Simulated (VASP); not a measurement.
Here is a VASP 6.6.1 calculation.

POSCAR

```
CdSiP2
1.0
   -2.7887397776      2.7887397776      5.1350509062
    2.7887397776     -2.7887397776      5.1350509062
    2.7887397776      2.7887397776     -5.1350509062
Cd Si P
2 2 4
Direct
    0.7500000000      0.2500000000      0.5000000000
    0.0000000000      0.0000000000      0.0000000000
    0.5000000000      0.5000000000      0.0000000000
    0.2500000000      0.7500000000      0.5000000000
    0.8750000000      0.8288409876      0.4538409876
    0.1711590124      0.6250000000      0.0461590124
    0.3750000000      0.4211590124      0.5461590124
    0.5788409876      0.1250000000      0.9538409876
```

Contents of INCAR.step1:

```
PREC = Accurate
ENCUT = 550
ISMEAR = 0
SIGMA = 0.01
LREAL = F
LASPH = T
NELM = 120
NBANDS = 36
GGA = PE
ALGO = Normal
EDIFF = 1E-5
LWAVE = T
LCHARG = F
GGA_COMPAT = F
```

INCAR.step2

```
PREC = Accurate
ENCUT = 550
EDIFF = 1E-6
ISMEAR = 0
SIGMA = 0.01
LREAL = F
LASPH = T
NELM = 120
ALGO = Normal
ISIF = 2
LWAVE = F
LCHARG = T
METAGGA = R2SCAN
LMIXTAU = T
LELF = T
LVHAR = T
NBANDS = 36
ISTART = 1
GGA_COMPAT = F
```

The input KPOINTS:

```
regular mesh
0
Gamma
  6 6 6
```

Potentials or basis: VASP PAW PBE potentials, release 64 (Cd, Si, P).

The run is started by

```console
$ cat potpaw_PBE.64/Cd/POTCAR potpaw_PBE.64/Si/POTCAR potpaw_PBE.64/P/POTCAR > POTCAR
$ cp INCAR.step1 INCAR
$ mpirun -np 1 vasp_std > vasp.out
$ cp INCAR.step2 INCAR
$ mpirun -np 1 vasp_std > vasp.out
```

Question: Estimate the pressure.

Answer: 5.9 GPa.

Question: Estimate the band gap on the k mesh.

Answer: 1.49 eV.

Question: What does it give for the largest force?

Answer: 0.055 eV/Å.

Stress tensor (GPa, compression positive):
```
6.00 0.00 0.00
0.00 6.00 0.00
0.00 0.00 5.70
```

Caveat: the cell stands under pressure; the PAW data sets were made with another functional, which shifts forces and pressure a little. A k mesh can miss the band edges.
